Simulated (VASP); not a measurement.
Runs of VASP 6.6.1 on Mg. The structure is that of space group P6_3/mmc (No. 194), or close to it. The cells are those of the table. 

```tsv
cell	k mesh	smearing	gap on the mesh (eV)	pressure (GPa)
a = 3.133, b = 3.133, c = 5.085 Å, angles 90.0, 90.0, 120.0°, 2 atoms	12 × 12 × 6	fermi-dirac 0.6 eV	none	(a)
a = 3.133, b = 3.133, c = 5.085 Å, angles 90.0, 90.0, 120.0°, 2 atoms	12 × 12 × 6	fermi-dirac 0.1 eV	none	-0.3
a = 3.133, b = 3.133, c = 5.085 Å, angles 90.0, 90.0, 120.0°, 2 atoms	12 × 12 × 6	fermi-dirac 0.01 eV	none	-0.3
a = 3.002, b = 3.002, c = 4.873 Å, angles 90.0, 90.0, 120.0°, 2 atoms	19 × 19 × 10	fermi-dirac 0.1 eV	none	6.3
a = 3.133, b = 3.133, c = 5.085 Å, angles 90.0, 90.0, 120.0°, 2 atoms	12 × 12 × 7	fermi-dirac 0.1 eV	none	-0.3
```

Alike in all rows: task single point; level LDA; potentials or basis VASP PAW LDA potentials, release 64 (Mg); no spin polarisation; cutoff (eV) 520.

Question: Estimate the missing entries.

Answer: (a) 0.9.

A gap of «none» marks levels without a gap at the run's occupations.
